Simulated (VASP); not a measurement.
Input of a VASP 6.6.1 run:

File INCAR:

```
SYSTEM = HBr
ALGO = Normal ; EDIFF = 1E-7
ENCUT = 520 ; GGA = PS
ISIF = 2 ; ISMEAR = 0
LASPH = .TRUE. ; LCHARG = .FALSE.
LREAL = .FALSE. ; LWAVE = .FALSE.
NBANDS = 16 ; NELM = 80
PREC = Accurate ; SIGMA = 0.02
```

Contents of KPOINTS:

```
k-points
0
G
  6 6 8
  0 0 0
```

Contents of POSCAR:

```
HBr
1.0
    5.6092902170      0.0000000000      0.0000000000
    0.0000000000      5.6092902170      0.0000000000
    0.0000000000      0.0000000000      3.2821413321
H Br
2 2
Direct
    0.0000000000      0.0000000000      0.0000000000
    0.5000000000      0.5000000000      0.5000000000
    0.0000000000      0.0000000000      0.5000000000
    0.5000000000      0.5000000000      0.0000000000
```

Potentials or basis: VASP PAW PBE potentials, release 64 (H, Br).

Launch:

```sh
$ cat potpaw_PBE.64/H/POTCAR potpaw_PBE.64/Br/POTCAR > POTCAR
$ mpirun -np 1 vasp_std > vasp.out
```

(1) Predict the band gap on the k mesh.

(2) What does it give for the pressure?

## Answers

(1) 1.68 eV.

(2) 1.3 GPa.

Caveat: the cell differs from its parent crystal (biaxial strain in the a-b plane: +3.0 %); the PAW data sets were made with another functional, which shifts forces and pressure a little.
